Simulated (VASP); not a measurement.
Runs of VASP 6.6.1 on AgCl. The structure is that of space group Fm-3m (No. 225), or close to it. The cells are those of the table. 

| cell | gap on the mesh (eV) | pressure (GPa) |
| --- | --- | --- |
| a = 3.922, b = 3.966 Å, angles 59.6, 59.3, 59.6°, 2 atoms | 0.89 | 1.5 |
| a = 3.923, b = 3.804 Å, angles 61.0, 62.0, 61.0°, 2 atoms | (a) | 1.4 |
| a = 3.922, b = 3.937 Å, angles 59.9, 59.8, 59.9°, 2 atoms | 0.90 | 1.5 |
| a = 3.923, b = 4.025 Å, angles 59.1, 58.3, 59.1°, 2 atoms | (b) | 1.5 |
| a = 3.922, b = 4.010 Å, angles 59.3, 58.5, 59.3°, 2 atoms | 0.87 | 1.5 |
| a = 3.922, b = 3.951 Å, angles 59.8, 59.5, 59.8°, 2 atoms | 0.90 | 1.5 |
| a = 3.922, b = 3.995 Å, angles 59.4, 58.8, 59.4°, 2 atoms | 0.87 | 1.5 |
| a = 3.922, b = 3.863 Å, angles 60.5, 61.0, 60.5°, 2 atoms | 0.88 | 1.5 |

Alike in all rows: task single point; level PBE; potentials or basis VASP PAW PBE potentials, release 64 (Ag, Cl); no spin polarisation; k mesh 8 × 8 × 8; cutoff (eV) 520; smearing gaussian 0.05 eV.

Q: Estimate the missing entries.

A: (a) 0.85; (b) 0.86.

A k mesh can miss the band edges, and the runs leave out spin-orbit coupling on Ag.
